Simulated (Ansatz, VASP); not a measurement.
## NiO2: VASP beside Ansatz

Contents of INCAR:

```
SYSTEM = NiO2
PREC = Accurate
ENCUT = 700
EDIFF = 1E-6
ISMEAR = 0
SIGMA = 0.05
LREAL = .False.
LASPH = .True.
NELM = 120
ALGO = Normal
ISIF = 2
LWAVE = .False.
LCHARG = .False.
GGA = PS
NBANDS = 22
GGA_COMPAT = .False.
```

File KPOINTS:

```
Automatic mesh
0
Gamma
  12 12 6
  0 0 0
```

File POSCAR:

```
NiO2
1.0
    2.8028105550      0.0000000000      0.0000000000
   -1.4014052775      2.4273051426      0.0000000000
    0.0000000000      0.0000000000      4.9060395955
Ni O
1 2
Direct
    0.0000000000      0.0000000000      0.5000000000
    0.6666666667      0.3333333333      0.6750910825
    0.3333333333      0.6666666667      0.3249089175
```

Input for Ansatz:

```yaml
crystal:
  lattice:
    - [2.802810555, 0.0, 0.0]
    - [-1.4014052775, 2.4273051426, 0.0]
    - [0.0, 0.0, 4.9060395955]
  atoms:
    - { symbol: Ni, position: [0.0, 0.0, 0.5] }
    - { symbol: O, position: [0.6666666667, 0.3333333333, 0.6750910825] }
    - { symbol: O, position: [0.3333333333, 0.6666666667, 0.3249089175] }
basis:
  ecutwfc: 520.0
kpoints:
  mp_grid: { grid: [12, 12, 6] }
hamiltonian:
  xc: pbesol
scf:
  occupations: { method: gaussian, width: 0.05 }
output:
  forces: true
  stress: true
  eigenvalues: true
```

Alike in both runs: task single point; functional PBEsol; k mesh 12 × 12 × 6; occupations gaussian, width 0.05 eV; no spin polarisation.

|  | VASP | Ansatz |
| --- | --- | --- |
| version | VASP 6.6.1 | Ansatz 0.2.0 |
| potentials or method | VASP PAW PBE potentials, release 64 (Ni_sv_GW, O), cutoff 700 eV | scalar-relativistic, plane waves, PAW |
| valence electrons in the cell | 30 | 30 |

Ansatz gave:

- gap on the k mesh at the Fermi level (eV): 1.04
- least direct gap on the mesh (eV): 1.42
- pressure (GPa): 7.7
- traceless stress, the component that is largest in VASP (GPa): 3.08
- rms of the force components (eV/Å): 0.617

**Question.** What did VASP give for the same quantities?

**Answer.** gap on the k mesh at the Fermi level (eV): 1.03; least direct gap on the mesh (eV): 1.41; pressure (GPa): 7.6; traceless stress, the component that is largest in VASP (GPa): 2.53; rms of the force components (eV/Å): 0.636.

VASP's potentials were made for PBE, not for PBEsol. Atom by atom the forces differ by 0.018 eV/Å (rms over components).
